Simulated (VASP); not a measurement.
Wanted: the native input for a VASP 6.6.1 run.

- Task: single point
- Functional: r2SCAN
- Potentials or basis: VASP PAW PBE potentials, release 64 (Zn)
- Cutoff: 520 eV
- k mesh: 12 × 12 × 12
- Occupations: fermi-dirac, width 0.05 eV
- Spin: no spin polarisation
- Dipole correction: no
- Further INCAR settings: ALGO = Normal; EDIFF = 1e-07; NBANDS = 12

Zn:

```
CELL_PARAMETERS angstrom
0.00000 2.00331 2.00331
2.00331 0.00000 2.00331
2.00331 2.00331 0.00000
ATOMIC_POSITIONS crystal
Zn 0.00000 0.00000 0.00000
```

These files were run (other wordings do the same):

POSCAR

```
Zn
1.0
    0.0000000000      2.0033108028      2.0033108028
    2.0033108028      0.0000000000      2.0033108028
    2.0033108028      2.0033108028      0.0000000000
Zn
1
Direct
    0.0000000000      0.0000000000      0.0000000000
```

INCAR.step1

```
SYSTEM = Zn
  ALGO = Normal
  EDIFF = 1E-4
  ENCUT = 520
  GGA = PE
  ISMEAR = -1
  LASPH = .True.
  LCHARG = .False.
  LREAL = .False.
  LWAVE = .True.
  NBANDS = 12
  NELM = 100
  PREC = Accurate
  SIGMA = 0.05
```

INCAR.step2

```
SYSTEM = Zn
  ALGO = Normal
  EDIFF = 1E-7
  ENCUT = 520
  ISIF = 2
  ISMEAR = -1
  ISTART = 1
  LASPH = .True.
  LCHARG = .True.
  LELF = .True.
  LMIXTAU = .True.
  LREAL = .False.
  LVHAR = .True.
  LWAVE = .False.
  METAGGA = R2SCAN
  NBANDS = 12
  NELM = 100
  PREC = Accurate
  SIGMA = 0.05
```

KPOINTS

```
k-points
0
Gamma
  12 12 12
  0 0 0
```

Potentials or basis: VASP PAW PBE potentials, release 64 (Zn).

The run is started by

```bash
$ cat potpaw_PBE.64/Zn/POTCAR > POTCAR
$ cp INCAR.step1 INCAR
$ mpirun -np 1 vasp_std > vasp.out
$ cp INCAR.step2 INCAR
$ mpirun -np 1 vasp_std > vasp.out
```

Results of the run:

```yaml
Pressure: -7.3 GPa
Band_gap_on_the_k_mesh: zero (band 6 reaches 4.82 eV, above the bottom of band 7 at 1.10 eV)
```

Caveat: the PAW data sets were made with another functional, which shifts forces and pressure a little.

It took 36 s on 1 thread of Intel Xeon 6975P-C, on a shared host, peak memory 0.15 GiB.
